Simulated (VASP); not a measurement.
Wanted: the native input for a VASP 6.6.1 run.

- Task: single point
- Functional: PBEsol
- Potentials or basis: VASP PAW PBE potentials, release 64 (H)
- Cutoff: 520 eV
- k mesh: 6 × 6 × 6
- Occupations: gaussian, width 0.05 eV
- Spin: no spin polarisation
- Dipole correction: no
- Further INCAR settings: ALGO = Normal; EDIFF = 1e-07; NBANDS = 10

The structure of H lies in POSCAR:

```
H
1.0
    2.6234813799     -2.5669048168      0.0000000000
    2.6234813799      2.5669048168      0.0000000000
    0.0000000000      0.0000000000      4.2039452700
H
4
Direct
    0.9532956300      0.0467043700      0.0685088900
    0.4532956300      0.5467043700      0.4314911100
    0.5467043700      0.4532956300      0.5685088900
    0.0467043700      0.9532956300      0.9314911100
```

This cell differs from its parent crystal: strain +0.000 along x and y, +0.015 along z.

These files were run (other wordings do the same):

INCAR

```
SYSTEM = H
ALGO = Normal
EDIFF = 1E-7
ENCUT = 520
GGA = PS
ISIF = 2
ISMEAR = 0
LASPH = .True.
LCHARG = .False.
LREAL = .False.
LWAVE = .False.
NBANDS = 10
NELM = 100
PREC = Accurate
SIGMA = 0.05
```

KPOINTS

```
k-points
0
Gamma
  6 6 6
  0 0 0
```

Potentials or basis: VASP PAW PBE potentials, release 64 (H).

Command:

```sh
$ cat potpaw_PBE.64/H/POTCAR > POTCAR
$ mpirun -np 1 vasp_std > vasp.out
```

It gave:

```json
{"Pressure": "0.3 GPa", "Largest force": "0.340 eV/Å", "Band gap on the k mesh": "9.10 eV, indirect (least direct gap 9.71 eV)"}
```

Caveat: the cell differs from its parent crystal (strain +0.000 along x and y, +0.015 along z); the PAW data sets were made with another functional, which shifts forces and pressure a little.

Wall time 9 s on 1 thread of Intel(R) Xeon(R) 6975P-C (Granite Rapids), with other jobs on the host, peak memory 0.16 GiB.
